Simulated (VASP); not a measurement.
# H4BrN (P-43m) in VASP: further runs, part 2 of 2

VASP 6.6.1. The steps go on from the part before.

## Step 3: Single point, LDA

This run uses another cell than the first one, of 10.10 Å³/atom, 1.029 times its volume.

Contents of INCAR:

```
SYSTEM = H4BrN
PREC = Accurate
ENCUT = 520
EDIFF = 1E-7
ISMEAR = 0
SIGMA = 0.01
LREAL = .False.
LASPH = .True.
NELM = 60
ALGO = Normal
ISIF = 2
LWAVE = .False.
LCHARG = .False.
GGA = CA
NBANDS = 17
```

Contents of KPOINTS:

```
regular mesh
0
Gamma
  4 4 4
  0 0 0
```

Contents of POSCAR:

```
H4BrN
1.0
    3.9275858475      0.0000000000      0.0000000000
    0.0000000000      3.9275858475      0.0000000000
    0.0000000000      0.0000000000      3.9275858475
H Br N
4 1 1
Direct
    0.1480000000      0.1480000000      0.1480000000
    0.1480000000      0.8520000000      0.8520000000
    0.8520000000      0.8520000000      0.1480000000
    0.8520000000      0.1480000000      0.8520000000
    0.5000000000      0.5000000000      0.5000000000
    0.0000000000      0.0000000000      0.0000000000
```

Potentials or basis: VASP PAW LDA potentials, release 64 (H, Br, N).

Started as:

```sh
$ cat potpaw_LDA.64/H/POTCAR potpaw_LDA.64/Br/POTCAR potpaw_LDA.64/N/POTCAR > POTCAR
$ mpirun -np 1 vasp_std > vasp.out
```

OUTCAR:

```text
SYSTEM = H4BrN
   PREC = Accurate
   ENCUT = 520
   EDIFF = 1E-7
   ISMEAR = 0
   LREAL = .False.
   LASPH = .True.
   NELM = 60
   ISIF = 2
   GGA = CA

 ion  position               nearest neighbor table
   1  0.148  0.148  0.148-   6 1.01
   2  0.148  0.852  0.852-   6 1.01
   3  0.852  0.852  0.148-   6 1.01
   4  0.852  0.148  0.852-   6 1.01
   5  0.500  0.500  0.500-
   6  0.000  0.000  0.000-   1 1.01   2 1.01   3 1.01   4 1.01

  LATTYP: Found a simple cubic cell.
 ALAT       =     3.9275858475

  Lattice vectors:

 A1 = (   3.9275858475,   0.0000000000,   0.0000000000)
 A2 = (   0.0000000000,   3.9275858475,   0.0000000000)
 A3 = (   0.0000000000,   0.0000000000,   3.9275858475)

Analysis of symmetry for initial positions (statically):
=====================================================================
 Subroutine PRICEL returns:
 Original cell was already a primitive cell.

 Routine SETGRP: Setting up the symmetry group for a
 simple cubic supercell.

 Subroutine GETGRP returns: Found 24 space group operations
 (whereof 24 operations were pure point group operations)
 out of a pool of 48 trial point group operations.

The static configuration has the point symmetry T_d .

Analysis of symmetry for dynamics (positions and initial velocities):
=====================================================================
 Subroutine PRICEL returns:
 Original cell was already a primitive cell.

 Routine SETGRP: Setting up the symmetry group for a
 simple cubic supercell.

 Subroutine GETGRP returns: Found 24 space group operations
 (whereof 24 operations were pure point group operations)
 out of a pool of 48 trial point group operations.

The dynamic configuration has the point symmetry T_d .

 Subroutine INISYM returns: Found 24 space group operations
 (whereof 24 operations are pure point group operations),
 and found     1 'primitive' translations

----------------------------------------------------------------------------------------

                                     Primitive cell

  volume of cell :      60.5867

  direct lattice vectors                    reciprocal lattice vectors
     3.927585848  0.000000000  0.000000000     0.254609330  0.000000000  0.000000000
     0.000000000  3.927585848  0.000000000     0.000000000  0.254609330  0.000000000
     0.000000000  0.000000000  3.927585848     0.000000000  0.000000000  0.254609330

  length of vectors
     3.927585848  3.927585848  3.927585848     0.254609330  0.254609330  0.254609330

  position of ions in fractional coordinates (direct lattice)
     0.148000000  0.148000000  0.148000000
     0.148000000  0.852000000  0.852000000
     0.852000000  0.852000000  0.148000000
     0.852000000  0.148000000  0.852000000
     0.500000000  0.500000000  0.500000000
     0.000000000  0.000000000  0.000000000

  ion indices of the primitive-cell ions
   primitive index   ion index
                 1           1
                 2           2
                 3           3
                 4           4
                 5           5
                 6           6

[... 30 lines left out ...]
  0.500000  0.000000  0.000000      3.000000
  0.250000  0.250000  0.000000     12.000000
  0.500000  0.250000  0.000000     12.000000
  0.500000  0.500000  0.000000      3.000000
  0.250000  0.250000  0.250000      8.000000
  0.500000  0.250000  0.250000     12.000000
  0.500000  0.500000  0.250000      6.000000
  0.500000  0.500000  0.500000      1.000000
   k-points           NKPTS =     10   k-points in BZ     NKDIM =     10   number of bands    NBANDS=     17
   number of dos      NEDOS =    301   number of ions     NIONS =      6
   total plane-waves  NPLWV =  27000
   dimension x,y,z NGX =    30 NGY =   30 NGZ =   30
   dimension x,y,z NGXF=    60 NGYF=   60 NGZF=   60
   ions per type =               4   1   1
   NGX,Y,Z   is equivalent  to a cutoff of  12.70, 12.70, 12.70 a.u.
   NGXF,Y,Z  is equivalent  to a cutoff of  25.40, 25.40, 25.40 a.u.
 SYSTEM =  H4BrN
   PREC   = accura    normal or accurate (medium, high low for compatibility)
   ISTART =      0    job   : 0-new  1-cont  2-samecut
   ICHARG =      2    charge: 1-file 2-atom 10-const
   ISPIN  =      1    spin polarized calculation?
   LNONCOLLINEAR =      F non collinear calculations
   LSORBIT =      F    spin-orbit coupling
   LASPH  =      T    aspherical Exc in radial PAW
   ENCUT  =  520.0 eV  38.22 Ry    6.18 a.u.   7.30  7.30  7.30*2*pi/ulx,y,z
   NELM   =     60;   NELMIN=  2; NELMDL= -5     # of ELM steps
   EDIFF  = 0.1E-06   stopping-criterion for ELM
   LREAL  =      F    real-space projection
   EDIFFG = 0.1E-05   stopping-criterion for IOM
   NSW    =      0    number of steps for IOM
   IBRION =     -1    ionic relax: 0-MD 1-quasi-New 2-CG
   NFREE  =      0    steps in history (QN), initial steepest desc. (CG)
   ISIF   =      2    stress and relaxation
   ISYM   =      2    0-nonsym 1-usesym 2-fastsym
   POTIM  = 0.5000    time-step for ionic-motion
   TEBEG  =    0.0;   TEEND  =   0.0 temperature during run
   PSTRESS=    0.0 pullay stress
   NELECT =      16.0000    total number of electrons
   NUPDOWN=      -1.0000    fix difference up-down
   EMIN   =  10.00;   EMAX   =-10.00  energy-range for DOS
   EFERMI =   0.00;   METHOD = LEGACY
   ISMEAR =     0;   SIGMA  =   0.01  broadening in eV -4-tet -1-fermi 0-gaus
   EFERMI_NEDOS =   21; number of points for ismear=-14 and -15
   IALGO  =     38    algorithm
   IMIX   =      4    mixing-type and parameters
     AMIX     =   0.40;   BMIX     =  1.00
     AMIX_MAG =   1.60;   BMIX_MAG =  1.00
  volume/ion in A,a.u.               =      10.10        68.14
  Fermi-wavevector in a.u.,A,eV,Ry     =   1.050322  1.984821 15.009626  1.103176
  Thomas-Fermi vector in A             =   2.185320
   LORBIT       =      0    0 simple, 1 ext, 2 COOP (PROOUT), +10 PAW based schemes
   GGA     = CA    functional components
   LHFCALC =     F    Hartree Fock is set to
   AEXX    =    0.0000 exact exchange contribution
   IVDW    =     0    specifies the selected vdW correction
   LEPSILON=     F    determine dielectric tensor
   LRPA    =     F    only Hartree local field effects (RPA)
 non-spin polarized calculation
 Gauss-broadening in eV      SIGMA  =   0.01
  energy-cutoff  :      520.00
  volume of cell :       60.59
 maximum number of plane-waves:      1654
 NGX is ok and might be reduce to    30
   NGX = 15   NGY = 15   NGZ = 15

 number of electron      16.0000002 magnetization

 Free energy of the ion-electron system (eV)
  ---------------------------------------------------
  ext. energy  EPLUGINS =         0.00000000
  ---------------------------------------------------
  free energy    TOTEN  =       -28.50498214 eV

  energy without entropy =      -28.50498214  energy(sigma->0) =      -28.50498214

 E-fermi :  -0.0395     XC(G=0):  -8.9248

 val. band max:       -0.1236290479   @ k =   0.5000   0.5000   0.0000
 cond. band min:       4.0700892496   @ k =   0.0000   0.0000   0.0000
 fundamental gap:      4.1937182975
 Fermi energy:        -0.0395082693

 k-point     1 :       0.0000    0.0000    0.0000
  band No.  band energies     occupation
      1     -18.5258      2.00000
      2     -12.9129      2.00000
      3      -7.8108      2.00000
      4      -7.8108      2.00000
      5      -7.8108      2.00000
      6      -0.2157      2.00000
[... 177 lines left out ...]
      4      -8.0702      2.00000
      5      -8.0702      2.00000
      6      -1.7695      2.00000
[... 9 lines left out ...]
     16      17.5105      0.00000
     17      17.5861      0.00000

------------------------ aborting loop because EDIFF is reached ----------------------------------------

  FORCE on cell =-STRESS in cart. coord.  units (eV):
  Direction    XX          YY          ZZ          XY          YZ          ZX
  --------------------------------------------------------------------------------------
  -------------------------------------------------------------------------------------
  Total        1.9709271      1.9709271      1.9709271      0.0000000      0.0000000      0.0000000
  in kB       52.1199601     52.1199601     52.1199601      0.0000000      0.0000000      0.0000000
  external PRESSURE =      52.1199601 kB  Pullay stress =       0.0000000 kB

 VOLUME and BASIS-vectors are now :
 -----------------------------------------------------------------------------
  energy-cutoff  :      520.00
  volume of cell :       60.59
      direct lattice vectors                 reciprocal lattice vectors
     3.927585848  0.000000000  0.000000000     0.254609330  0.000000000  0.000000000
     0.000000000  3.927585848  0.000000000     0.000000000  0.254609330  0.000000000
     0.000000000  0.000000000  3.927585848     0.000000000  0.000000000  0.254609330

 POSITION                                       TOTAL-FORCE (eV/Angst)
 -----------------------------------------------------------------------------------
      0.58128      0.58128      0.58128         1.009759      1.009759      1.009759
      0.58128      3.34630      3.34630         1.009759     -1.009759     -1.009759
      3.34630      3.34630      0.58128        -1.009759     -1.009759      1.009759
      3.34630      0.58128      3.34630        -1.009759      1.009759     -1.009759
      1.96379      1.96379      1.96379         0.000000      0.000000     -0.000000
      0.00000      0.00000      0.00000         0.000000      0.000000     -0.000000
 -----------------------------------------------------------------------------------
    total drift:                                0.000000      0.000000      0.000000

  FREE ENERGIE OF THE ION-ELECTRON SYSTEM (eV)
  ---------------------------------------------------
  free  energy   TOTEN  =       -28.5049821376 eV

  energy  without entropy=      -28.5049821376  energy(sigma->0) =      -28.50498214
```

OSZICAR:

```text
N       E                     dE             d eps       ncg     rms          rms(c)
DAV:   1     0.557446959958E+02    0.55745E+02   -0.68175E+03   340   0.819E+02
DAV:   2    -0.256312055781E+02   -0.81376E+02   -0.75321E+02   489   0.159E+02
DAV:   3    -0.308986465669E+02   -0.52674E+01   -0.52372E+01   396   0.414E+01
DAV:   4    -0.309318483130E+02   -0.33202E-01   -0.33193E-01   463   0.385E+00
DAV:   5    -0.309320152298E+02   -0.16692E-03   -0.16691E-03   389   0.282E-01    0.923E+00
DAV:   6    -0.286878650838E+02    0.22442E+01   -0.34501E+00   358   0.133E+01    0.415E+00
DAV:   7    -0.285494752739E+02    0.13839E+00   -0.38235E-01   421   0.388E+00    0.273E+00
DAV:   8    -0.285074720482E+02    0.42003E-01   -0.69779E-02   374   0.171E+00    0.395E-01
DAV:   9    -0.285048256192E+02    0.26464E-02   -0.56651E-03   441   0.623E-01    0.141E-01
DAV:  10    -0.285049895319E+02   -0.16391E-03   -0.84077E-04   380   0.190E-01    0.572E-02
DAV:  11    -0.285049769431E+02    0.12589E-04   -0.17640E-05   436   0.278E-02    0.306E-02
DAV:  12    -0.285049826341E+02   -0.56910E-05   -0.21764E-05   369   0.273E-02    0.849E-03
DAV:  13    -0.285049821299E+02    0.50427E-06   -0.25378E-06   439   0.107E-02    0.224E-03
DAV:  14    -0.285049821376E+02   -0.77846E-08   -0.25626E-07   394   0.349E-03
   1 F= -.28504982E+02 E0= -.28504982E+02  d E =-.490188E-34
```

stdout:

```text
POSCAR found type information on POSCAR H BrN
 POSCAR found :  3 types and       6 ions
 scaLAPACK will be used
 LDA part: xc-table for (Slater(with rela. corr.)+CA(PZ))
 , standard interpolation
 POSCAR, INCAR and KPOINTS ok, starting setup
 FFT: planning ... GRIDC
 FFT: planning ... GRID_SOFT
 FFT: planning ... GRID
 WAVECAR not read
 entering main loop
```

Run time: 12 s. Hardware: 1 thread of Intel Xeon 6975P-C, shared host; peak memory 0.15 GiB.

What came out:

```yaml
Free_energy: -28.5050 eV
Pressure: 5.2 GPa
Largest_force: 1.749 eV/Å
Band_gap_on_the_k_mesh: 4.19 eV, indirect (least direct gap 4.29 eV)
```

Forces in eV/Å, atoms in the order of the input:
```
H    1.010  1.010  1.010
H    1.010 -1.010 -1.010
H   -1.010 -1.010  1.010
H   -1.010  1.010 -1.010
Br   0.000  0.000  0.000
N    0.000  0.000  0.000
```

Caveat: forces of over 1 eV/Å act on the atoms, so gaps and moduli don't describe the material at rest.

## Step 4: Single point, LDA

This run uses another cell than the first one, of 10.38 Å³/atom, 1.058 times its volume.

Contents of INCAR:

```
PREC = Accurate
ENCUT = 520
EDIFF = 1E-6
ISMEAR = 0
SIGMA = 0.01
LREAL = F
LASPH = T
NELM = 60
ALGO = Normal
ISIF = 2
LWAVE = F
LCHARG = F
GGA = CA
NBANDS = 17
```

Contents of KPOINTS:

```
regular mesh
0
Gamma
  4 4 4
```

Edit POSCAR of step 3 so:

```diff
@@ -2,5 +2,5 @@
 1.0
-    3.9275858475      0.0000000000      0.0000000000
-    0.0000000000      3.9275858475      0.0000000000
-    0.0000000000      0.0000000000      3.9275858475
+    3.9641236279      0.0000000000      0.0000000000
+    0.0000000000      3.9641236279      0.0000000000
+    0.0000000000      0.0000000000      3.9641236279
 H Br N
```

Started as:

```sh
$ cat potpaw_LDA.64/H/POTCAR potpaw_LDA.64/Br/POTCAR potpaw_LDA.64/N/POTCAR > POTCAR
$ mpirun -np 1 vasp_std > vasp.out
```

It took 11 s on 1 thread of Intel Xeon 6975P-C, shared host; peak memory 0.15 GiB.

Results (log left out):

```yaml
Free_energy: -28.5508 eV
Pressure: 3.1 GPa
Largest_force: 1.338 eV/Å
Band_gap_on_the_k_mesh: 4.07 eV, indirect (least direct gap 4.16 eV)
```

Forces in eV/Å, atoms in the order of the input:
```
H    0.773  0.773  0.773
H    0.773 -0.773 -0.773
H   -0.773 -0.773  0.773
H   -0.773  0.773 -0.773
Br   0.000  0.000  0.000
N    0.000  0.000  0.000
```

Levels at points of the mesh, in eV from the valence-band top:
| k point | band 6 | band 7 | band 8 | band 9 | band 10 | band 11 |
| --- | --- | --- | --- | --- | --- | --- |
| (0.00, 0.00, 0.00) | -0.09 | -0.09 | -0.09 | 4.07 | 6.59 | 6.59 |
| (0.50, 0.00, 0.00) | -2.00 | -0.24 | -0.24 | 6.86 | 8.21 | 8.75 |
| (0.50, 0.50, 0.00) | -1.12 | -1.12 | 0.00 | 5.47 | 6.39 | 7.99 |
| (0.50, 0.50, 0.50) | -1.57 | -1.57 | -1.57 | 7.67 | 7.67 | 7.67 |

Caveat: forces of over 1 eV/Å act on the atoms, so gaps and moduli don't describe the material at rest. A k mesh can miss the band edges.

## Step 5: Single point, LDA

This run uses another cell than the first one, of 10.67 Å³/atom, 1.087 times its volume.

Contents of INCAR:

```
PREC     = Accurate       # precision mode
ENCUT    = 520            # plane-wave cutoff, eV
EDIFF    = 1E-6           # SCF threshold, eV
ISMEAR   = 0              # smearing method
SIGMA    = 0.01           # smearing width, eV
LREAL    = False          # projectors in reciprocal space
LASPH    = True           # aspherical terms in the spheres
NELM     = 60             # most SCF steps
ALGO     = Normal         # electronic algorithm
ISIF     = 2              # what is computed and relaxed
LWAVE    = False          # write WAVECAR
LCHARG   = True           # write CHGCAR
GGA      = CA             # functional
LELF     = True           # ELF
LVHAR    = True         
NBANDS   = 17             # bands
```

Contents of KPOINTS:

```
Automatic mesh
0
Gamma
  4 4 4
```

Edit POSCAR of step 4 so:

```diff
@@ -2,5 +2,5 @@
 1.0
-    3.9641236279      0.0000000000      0.0000000000
-    0.0000000000      3.9641236279      0.0000000000
-    0.0000000000      0.0000000000      3.9641236279
+    4.0000000000      0.0000000000      0.0000000000
+    0.0000000000      4.0000000000      0.0000000000
+    0.0000000000      0.0000000000      4.0000000000
 H Br N
```

Started as:

```sh
$ cat potpaw_LDA.64/H/POTCAR potpaw_LDA.64/Br/POTCAR potpaw_LDA.64/N/POTCAR > POTCAR
$ mpirun -np 1 vasp_std > vasp.out
```

It took 11 s on 1 thread of Intel Xeon 6975P-C, shared host; peak memory 0.15 GiB.

The run converged. Its results:

- Free energy: -28.5745 eV
- Pressure: 1.1 GPa
- Largest force: 0.957 eV/Å
- Band gap on the k mesh: 3.94 eV, indirect (least direct gap 4.03 eV)

Forces in eV/Å, atoms in the order of the input:
```
H    0.552  0.552  0.552
H    0.552 -0.552 -0.552
H   -0.552 -0.552  0.552
H   -0.552  0.552 -0.552
Br   0.000  0.000  0.000
N    0.000  0.000  0.000
```

Levels at points of the mesh, in eV from the valence-band top:
| k point | band 6 | band 7 | band 8 | band 9 | band 10 | band 11 |
| --- | --- | --- | --- | --- | --- | --- |
| (0.00, 0.00, 0.00) | -0.09 | -0.09 | -0.09 | 3.94 | 6.61 | 6.61 |
| (0.50, 0.00, 0.00) | -1.93 | -0.22 | -0.22 | 6.76 | 8.00 | 8.75 |
| (0.50, 0.50, 0.00) | -1.08 | -1.08 | 0.00 | 5.42 | 6.33 | 7.93 |
| (0.50, 0.50, 0.50) | -1.50 | -1.50 | -1.50 | 7.61 | 7.61 | 7.61 |

A k mesh can miss the band edges.

## Step 6: The runs side by side

```csv
cell,gap on the mesh (eV),pressure (GPa),largest force (eV/Å)
"a = 3.890 Å, 6 atoms",4.33,7.7,2.19
"a = 3.928 Å, 6 atoms",4.19,5.2,1.75
"a = 3.964 Å, 6 atoms",4.07,3.1,1.34
"a = 4.000 Å, 6 atoms",3.94,1.1,0.96
```

Alike in all rows: task single point; level LDA; potentials or basis VASP PAW LDA potentials, release 64 (H, Br, N); no spin polarisation; k mesh 4 × 4 × 4; cutoff (eV) 520; smearing gaussian 0.01 eV.

Caveats: forces of over 1 eV/Å act on the atoms, so gaps and moduli don't describe the material at rest (some runs).

Total energies depend on the potentials used, so only differences within one code and one set of settings carry meaning.
